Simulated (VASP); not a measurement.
# MnO2 (P4_2/mnm) in VASP: further runs, part 2 of 2

VASP 6.6.1. Earlier steps stand in the parts before.

### Step 3. Single point, PBE+U, collinear spin, zero start

INCAR

```
SYSTEM = MnO2
PREC = Accurate
ENCUT = 520
EDIFF = 1E-7
ISMEAR = 0
SIGMA = 0.05
LREAL = .FALSE.
LASPH = .TRUE.
NELM = 150
ALGO = Normal
ISIF = 2
LWAVE = .FALSE.
LCHARG = .FALSE.
ISPIN = 2
MAGMOM = 0 0 0 0 0 0
LORBIT = 11
NUPDOWN = 0.0
LMAXMIX = 4
LDAU = .TRUE.
LDAUTYPE = 2
LDAUL = 2 -1
LDAUU = 5.9 0
LDAUJ = 0 0
LDAUPRINT = 1
GGA = PE
NBANDS = 38
```

KPOINTS

```
Automatic mesh
0
G
  5 5 8
  0 0 0
```

POSCAR

```
MnO2
1.0
    4.4000000000      0.0000000000      0.0000000000
    0.0000000000      4.4000000000      0.0000000000
    0.0000000000      0.0000000000      2.8700000000
Mn O
2 4
Direct
    0.0000000000      0.0000000000      0.0000000000
    0.5000000000      0.5000000000      0.5000000000
    0.3030000000      0.3030000000      0.0000000000
    0.1970000000      0.8030000000      0.5000000000
    0.6970000000      0.6970000000      0.0000000000
    0.8030000000      0.1970000000      0.5000000000
```

Potentials or basis: VASP PAW PBE potentials, release 64 (Mn_pv, O).

Launch:

```console
> cat potpaw_PBE.64/Mn_pv/POTCAR potpaw_PBE.64/O/POTCAR > POTCAR
> mpirun -np 1 vasp_std > vasp.out
```

OUTCAR:

```text
SYSTEM = MnO2
   PREC = Accurate
   ENCUT = 520
   EDIFF = 1E-7
   ISMEAR = 0
   LREAL = .FALSE.
   LASPH = .TRUE.
   NELM = 150
   ISIF = 2
   ISPIN = 2
   LORBIT = 11
   NUPDOWN = 0.0
   GGA = PE

 ion  position               nearest neighbor table
   1  0.000  0.000  0.000-   3 1.89   5 1.89   4 1.89   6 1.89   4 1.89   6 1.89
   2  0.500  0.500  0.500-   4 1.89   6 1.89   5 1.89   3 1.89   3 1.89   5 1.89
   3  0.303  0.303  0.000-   1 1.89   2 1.89   2 1.89
   4  0.197  0.803  0.500-   2 1.89   1 1.89   1 1.89
   5  0.697  0.697  0.000-   1 1.89   2 1.89   2 1.89
   6  0.803  0.197  0.500-   2 1.89   1 1.89   1 1.89

  LATTYP: Found a simple tetragonal cell.
 ALAT       =     4.4000000000
 C/A-ratio  =     0.6522727273

  Lattice vectors:

 A1 = (   4.4000000000,   0.0000000000,   0.0000000000)
 A2 = (   0.0000000000,   4.4000000000,   0.0000000000)
 A3 = (   0.0000000000,   0.0000000000,   2.8700000000)

Analysis of symmetry for initial positions (statically):
=====================================================================
 Subroutine PRICEL returns:
 Original cell was already a primitive cell.

 Routine SETGRP: Setting up the symmetry group for a
 simple tetragonal supercell.

 Subroutine GETGRP returns: Found 16 space group operations
 (whereof  8 operations were pure point group operations)
 out of a pool of 16 trial point group operations.

The static configuration has the point symmetry D_2h.
 The point group associated with its full space group is D_4h.

Analysis of symmetry for dynamics (positions and initial velocities):
=====================================================================
 Subroutine PRICEL returns:
 Original cell was already a primitive cell.

 Routine SETGRP: Setting up the symmetry group for a
 simple tetragonal supercell.

 Subroutine GETGRP returns: Found 16 space group operations
 (whereof  8 operations were pure point group operations)
 out of a pool of 16 trial point group operations.

The dynamic configuration has the point symmetry D_2h.
 The point group associated with its full space group is D_4h.

Analysis of structural, dynamic, and magnetic symmetry:
=====================================================================
 Subroutine PRICEL returns:
 Original cell was already a primitive cell.

 Routine SETGRP: Setting up the symmetry group for a
 simple tetragonal supercell.

 Subroutine GETGRP returns: Found 16 space group operations
 (whereof  8 operations were pure point group operations)
 out of a pool of 16 trial point group operations.

The overall configuration has the point symmetry D_2h.
 The point group associated with its full space group is D_4h.

 Subroutine INISYM returns: Found 16 space group operations
 (whereof  8 operations are pure point group operations),
 and found     1 'primitive' translations

----------------------------------------------------------------------------------------

[... 189 lines left out ...]

spin component  2

  0.5384  0.0000 -0.2659  0.0000 -0.0000
  0.0000  0.4865  0.0000 -0.1266  0.0000
 -0.2659  0.0000  0.7912  0.0000 -0.0000
  0.0000 -0.1266  0.0000  0.4865  0.0000
 -0.0000  0.0000 -0.0000  0.0000  0.1927

 occupancies and eigenvectors

  o =  0.1927  v =  0.0000  0.0000  0.0000  0.0000  0.0000  0.0000  0.0000  0.0000  0.0000  1.0000      0.0000  0.0000  0.0000  0.0000  0.0000  0.0000  0.0000  0.0000  0.0000  0.0000
  o =  0.1964  v = -0.1023 -0.0000 -0.9948  0.0000 -0.0000  0.0000  0.0000  0.0000  0.0000  0.0000      0.0000  0.0000  0.0000  0.0000  0.0000  0.0000  0.0000  0.0000  0.0000  0.0000
  o =  0.3257  v = -0.0000  0.0000 -0.0000  0.0000  1.0000  0.0000  0.0000  0.0000  0.0000  0.0000      0.0000  0.0000  0.0000  0.0000  0.0000  0.0000  0.0000  0.0000  0.0000  0.0000
  o =  0.3599  v =  0.0000  0.0000  0.0000  0.0000  0.0000  0.0000 -0.7071  0.0000 -0.7071  0.0000      0.0000  0.0000  0.0000  0.0000  0.0000  0.0000  0.0000  0.0000  0.0000  0.0000
  o =  0.3642  v =  0.0000 -0.7071  0.0000 -0.7071  0.0000  0.0000  0.0000  0.0000  0.0000  0.0000      0.0000  0.0000  0.0000  0.0000  0.0000  0.0000  0.0000  0.0000  0.0000  0.0000
  o =  0.3703  v =  0.0000  0.0000  0.0000  0.0000  0.0000 -0.8454  0.0000 -0.5342  0.0000  0.0000      0.0000  0.0000  0.0000  0.0000  0.0000  0.0000  0.0000  0.0000  0.0000  0.0000
  o =  0.6131  v =  0.0000  0.0000  0.0000  0.0000  0.0000  0.0000  0.7071  0.0000 -0.7071 -0.0000      0.0000  0.0000  0.0000  0.0000  0.0000  0.0000  0.0000  0.0000  0.0000  0.0000
  o =  0.6345  v = -0.9948 -0.0000  0.1023  0.0000 -0.0000  0.0000  0.0000  0.0000  0.0000  0.0000      0.0000  0.0000  0.0000  0.0000  0.0000  0.0000  0.0000  0.0000  0.0000  0.0000
  o =  0.9392  v =  0.0000  0.7071  0.0000 -0.7071 -0.0000  0.0000  0.0000  0.0000  0.0000  0.0000      0.0000  0.0000  0.0000  0.0000  0.0000  0.0000  0.0000  0.0000  0.0000  0.0000
  o =  0.9592  v =  0.0000  0.0000  0.0000  0.0000  0.0000 -0.5342 -0.0000  0.8454  0.0000 -0.0000      0.0000  0.0000  0.0000  0.0000  0.0000  0.0000  0.0000  0.0000  0.0000  0.0000

 number of electron      49.9999995 magnetization       0.0000001

 Free energy of the ion-electron system (eV)
  ---------------------------------------------------
  ext. energy  EPLUGINS =         0.00000000
  ---------------------------------------------------
  free energy    TOTEN  =       -34.32664650 eV

  energy without entropy =      -34.31849740  energy(sigma->0) =      -34.32257195

 E-fermi :   5.0900     XC(G=0): -12.0433

 val. band max:        5.5606151416   @ k =   0.4000   0.4000   0.2500
 cond. band min:       5.0987763363   @ k =   0.4000   0.0000   0.1250
 fundamental gap:     -0.4618388053
 Fermi energy:         5.5768926965

 spin component 1

 k-point     1 :       0.0000    0.0000    0.0000
  band No.  band energies     occupation
      1     -44.2762      1.00000
      2     -44.2762      1.00000
      3     -43.9686      1.00000
      4     -43.9686      1.00000
      5     -43.1252      1.00000
      6     -43.1160      1.00000
[... 1913 lines left out ...]
     36      19.3010      0.00000
     37      20.5690      0.00000

 [... further k-points ...]

 [bands above 37 left out]

------------------------ aborting loop because EDIFF is reached ----------------------------------------

  FORCE on cell =-STRESS in cart. coord.  units (eV):
  Direction    XX          YY          ZZ          XY          YZ          ZX
  --------------------------------------------------------------------------------------
  -------------------------------------------------------------------------------------
  Total        1.9318690      1.9318690      1.6209419     -0.0000000      0.0000000      0.0000000
  in kB       55.7058758     55.7058758     46.7402237     -0.0000000      0.0000000      0.0000000
  external PRESSURE =      52.7173251 kB  Pullay stress =       0.0000000 kB

 VOLUME and BASIS-vectors are now :
 -----------------------------------------------------------------------------
  energy-cutoff  :      520.00
  volume of cell :       55.56
      direct lattice vectors                 reciprocal lattice vectors
     4.400000000  0.000000000  0.000000000     0.227272727  0.000000000  0.000000000
     0.000000000  4.400000000  0.000000000     0.000000000  0.227272727  0.000000000
     0.000000000  0.000000000  2.870000000     0.000000000  0.000000000  0.348432056

 POSITION                                       TOTAL-FORCE (eV/Angst)
 -----------------------------------------------------------------------------------
      0.00000      0.00000      0.00000         0.000000      0.000000     -0.000000
      2.20000      2.20000      1.43500         0.000000      0.000000     -0.000000
      1.33320      1.33320      0.00000        -0.241218     -0.241218     -0.000000
      0.86680      3.53320      1.43500         0.241218     -0.241218     -0.000000
      3.06680      3.06680      0.00000         0.241218      0.241218      0.000000
      3.53320      0.86680      1.43500        -0.241218      0.241218      0.000000
 -----------------------------------------------------------------------------------
    total drift:                                0.000000      0.000000      0.000000

  FREE ENERGIE OF THE ION-ELECTRON SYSTEM (eV)
  ---------------------------------------------------
  free  energy   TOTEN  =       -34.3266464980 eV

  energy  without entropy=      -34.3184974003  energy(sigma->0) =      -34.32257195

 total charge

# of ion       s       p       d       tot
------------------------------------------
    1        0.357   6.471   4.920  11.748
    2        0.357   6.471   4.920  11.748
    3        1.572   3.451   0.000   5.024
    4        1.572   3.451   0.000   5.024
    5        1.572   3.451   0.000   5.024
    6        1.572   3.451   0.000   5.024
--------------------------------------------------
tot          7.004  26.747   9.840  43.591

 magnetization (x)

# of ion       s       p       d       tot
------------------------------------------
    1       -0.002  -0.005  -0.035  -0.043
    2       -0.002  -0.005  -0.035  -0.043
    3        0.002   0.012   0.000   0.013
    4        0.002   0.012   0.000   0.013
    5        0.002   0.012   0.000   0.013
    6        0.002   0.012   0.000   0.013
--------------------------------------------------
tot          0.002   0.036  -0.070  -0.032
```

Wall time 5.9 min (1 thread of Intel Xeon Platinum 8259CL at 2.50GHz (Skylake/Cascade Lake), shared host); peak memory 0.25 GiB.

Results:

- Free energy: -34.3266 eV
- Pressure: 5.3 GPa
- Largest force: 0.341 eV/Å
- Net moment: 0.00 μB per cell
- Site moments: Mn -0.04; O +0.01 μB
- Valence electrons inside the program's atomic spheres: Mn 11.75; O 5.02

Forces in eV/Å, atoms in the order of the input:
```
Mn   0.000  0.000  0.000
Mn   0.000  0.000  0.000
O   -0.241 -0.241  0.000
O    0.241 -0.241  0.000
O    0.241  0.241  0.000
O   -0.241  0.241  0.000
```

Stress tensor (GPa, compression positive):
```
5.57 0.00 0.00
0.00 5.57 0.00
0.00 0.00 4.67
```

Eigenvalues of the final occupation matrices:
| site | spin | trace | eigenvalues |
| --- | --- | --- | --- |
| site 1 d | 1 | 2.46 | 0.20 0.33 0.36 0.63 0.94 |
| site 1 d | 2 | 2.50 | 0.19 0.36 0.37 0.61 0.96 |
| site 2 d | 1 | 2.46 | 0.20 0.33 0.36 0.63 0.94 |
| site 2 d | 2 | 2.50 | 0.19 0.36 0.37 0.61 0.96 |

Caveat: the cell stands under pressure; the total moment is fixed, so each spin has its own Fermi level.

### Step 4. Single point, PBE+U, collinear spin, ferromagnetic start

INCAR

```
PREC     = Accurate       # precision mode
ENCUT    = 520            # plane-wave cutoff, eV
EDIFF    = 1E-6           # SCF threshold, eV
ISMEAR   = 0              # smearing method
SIGMA    = 0.05           # smearing width, eV
LREAL    = False          # projectors in reciprocal space
LASPH    = True           # aspherical terms in the spheres
NELM     = 150            # most SCF steps
ALGO     = Normal         # electronic algorithm
ISIF     = 2              # what is computed and relaxed
LWAVE    = False          # write WAVECAR
LCHARG   = False          # write CHGCAR
ISPIN    = 2              # spin polarisation
MAGMOM   = 2 2 0 0 0 0    # initial moments
LORBIT   = 11             # projections on sites
NUPDOWN  = 4.0            # fixed moment
LMAXMIX  = 4              # l up to which the mixer works
LDAU     = True           # DFT+U
LDAUTYPE = 2            
LDAUL    = 2 -1           # shell
LDAUU    = 5.9 0          # U, eV
LDAUJ    = 0 0          
LDAUPRINT= 1            
GGA      = PE             # functional
NBANDS   = 38             # bands
```

KPOINTS

```
Automatic mesh
0
Gamma
  5 5 8
```

POSCAR is that of step 3.

Launch:

```console
> cat potpaw_PBE.64/Mn_pv/POTCAR potpaw_PBE.64/O/POTCAR > POTCAR
> mpirun -np 1 vasp_std > vasp.out
```

Run time: 2 min. Hardware: 1 thread of Intel Xeon Platinum 8259CL at 2.50GHz (Skylake/Cascade Lake), shared host; peak memory 0.25 GiB.

It converged, with:

* Free energy: -37.3482 eV
* Pressure: 13.6 GPa
* Largest force: 0.216 eV/Å
* Net moment: 4.00 μB per cell
* Site moments: Mn +2.41; O -0.19 μB
* Valence electrons inside the program's atomic spheres: Mn 11.74; O 5.04

Forces on the atoms (eV/Å):
```
Mn   0.000  0.000  0.000
Mn   0.000  0.000  0.000
O    0.153  0.153  0.000
O   -0.153  0.153  0.000
O   -0.153 -0.153  0.000
O    0.153 -0.153  0.000
```

Stress tensor (GPa, compression positive):
```
13.13  0.00  0.00
 0.00 13.13  0.00
 0.00  0.00 14.59
```

Eigenvalues of the final occupation matrices:
| site | spin | trace | eigenvalues |
| --- | --- | --- | --- |
| site 1 d | 1 | 3.65 | 0.43 0.43 0.89 0.94 0.96 |
| site 1 d | 2 | 1.29 | 0.05 0.09 0.27 0.30 0.57 |
| site 2 d | 1 | 3.65 | 0.43 0.43 0.89 0.94 0.96 |
| site 2 d | 2 | 1.29 | 0.05 0.09 0.27 0.30 0.57 |

Caveat: the cell stands under pressure; the total moment is fixed, so each spin has its own Fermi level and the state may be an excited one; the run started ferromagnetic, and an antiferromagnetic order may lie lower in energy. The state reached can hang on the start; a lower one may exist.

### Step 5. Single point, PBE+U, collinear spin, ferromagnetic start

INCAR

```
ALGO = Normal
EDIFF = 1E-6
ENCUT = 520
GGA = PE
ISIF = 2
ISMEAR = 0
ISPIN = 2
LASPH = True
LCHARG = False
LDAU = True
LDAUJ = 0 0
LDAUL = 2 -1
LDAUPRINT = 1
LDAUTYPE = 2
LDAUU = 5.9 0
LMAXMIX = 4
LORBIT = 11
LREAL = False
LWAVE = False
MAGMOM = 4 4 0 0 0 0
NBANDS = 38
NELM = 150
NUPDOWN = 8.0
PREC = Accurate
SIGMA = 0.05
```

KPOINTS

```
k-points
0
Gamma
  5 5 8
```

POSCAR is that of step 4.

Launch:

```console
> cat potpaw_PBE.64/Mn_pv/POTCAR potpaw_PBE.64/O/POTCAR > POTCAR
> mpirun -np 1 vasp_std > vasp.out
```

Run time: 90 s. Hardware: 1 thread of Intel Xeon Platinum 8259CL at 2.50GHz (Skylake/Cascade Lake), shared host; peak memory 0.25 GiB.

It converged, with:

- Free energy: -38.5082 eV
- Pressure: 34.4 GPa
- Largest force: 0.464 eV/Å
- Net moment: 8.00 μB per cell
- Site moments: Mn +3.64; O +0.11 μB
- Valence electrons inside the program's atomic spheres: Mn 11.74; O 5.04

Forces on the atoms (eV/Å):
```
Mn   0.000  0.000  0.000
Mn   0.000  0.000  0.000
O   -0.328 -0.328  0.000
O    0.328 -0.328  0.000
O    0.328  0.328  0.000
O   -0.328  0.328  0.000
```

Stress tensor (GPa, compression positive):
```
30.96  0.00  0.00
 0.00 30.96  0.00
 0.00  0.00 41.21
```

Eigenvalues of the final occupation matrices:
```
    site  spin  trace               eigenvalues
site 1 d     1   4.27  0.68 0.69 0.96 0.97 0.97
site 1 d     2   0.68  0.05 0.07 0.07 0.24 0.25
site 2 d     1   4.27  0.68 0.69 0.96 0.97 0.97
site 2 d     2   0.68  0.05 0.07 0.07 0.24 0.25
```

Caveat: the stress differs along the axes, from 31 to 41 GPa; the total moment is fixed, so each spin has its own Fermi level and the state may be an excited one; the run started ferromagnetic, and an antiferromagnetic order may lie lower in energy. The state reached can hang on the start; a lower one may exist.

### Step 6. Summary

| spin | fixed moment (μB) | pressure (GPa) | moment (μB) | largest force (eV/Å) |
| --- | --- | --- | --- | --- |
| collinear, ferromagnetic start | - | 15.8 | 6.06 | 0.19 |
| collinear, zero start | 0.0 | 5.3 | 0.00 | 0.34 |
| collinear, ferromagnetic start | 4.0 | 13.6 | 4.00 | 0.22 |
| collinear, ferromagnetic start | 8.0 | 34.4 | 8.00 | 0.46 |

Alike in all rows: task single point; level PBE+U; potentials or basis VASP PAW PBE potentials, release 64 (Mn_pv, O); Mn d U = 5.9 eV; cell as given; k mesh 5 × 5 × 8; cutoff (eV) 520; smearing gaussian 0.05 eV.

Caveats: the run started ferromagnetic, and an antiferromagnetic order may lie lower in energy (at least some runs); the cell stands under pressure (at least some runs); the total moment is fixed, so each spin has its own Fermi level and the state may be an excited one (at least some runs); the stress differs along the axes, from 14 to 20 GPa (at least some runs); the total moment is fixed, so each spin has its own Fermi level (at least some runs); the stress differs along the axes, from 31 to 41 GPa (at least some runs).

Absolute energies hang on the potentials; compare differences alone.
